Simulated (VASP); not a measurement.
SiC, 4 atoms in the cell. It takes space group P6_3mc (No. 186, hexagonal). The conventional cell has a = 3.113 Å, b = 3.113 Å, c = 4.836 Å, α = 90.00°, β = 90.00°, γ = 120.00°. Within 2.3 Å of Si (site symmetry 3m) lie 4 C at 1.75 to 1.92 Å. Within 2.3 Å of C (site symmetry 3m) lie 4 Si at 1.75 to 1.92 Å.  This cell differs from its parent crystal: c/a of the conventional cell at fixed volume 1.5538.

| Property | Result |
| --- | --- |
| Program | VASP 6.6.1 |
| Task | single point |
| Functional | LDA |
| Potentials or basis | VASP PAW LDA potentials, release 64 (Si, C) |
| Cutoff | 520 eV |
| k mesh | 12 × 12 × 6 |
| Occupations | gaussian, width 0.05 eV |
| Spin | no spin polarisation |
| Dipole correction | no |
| Further INCAR settings | ALGO = Normal; EDIFF = 1e-06; NBANDS = 16 |

Potentials or basis: VASP PAW LDA potentials, release 64 (Si, C).

Command:

```bash
$ cat potpaw_LDA.64/Si/POTCAR potpaw_LDA.64/C/POTCAR > POTCAR
$ mpirun -np 1 vasp_std > vasp.out
```

Hardware: 1 thread of Intel(R) Xeon(R) 6975P-C (Granite Rapids), on a shared host.

Problem. How long does it take, and how much memory?

Solution. Run time: 16 s on 1 thread of Intel(R) Xeon(R) 6975P-C (Granite Rapids), with other jobs on the host, peak memory 0.16 GiB. Counts: scf iterations 13, k points 76.
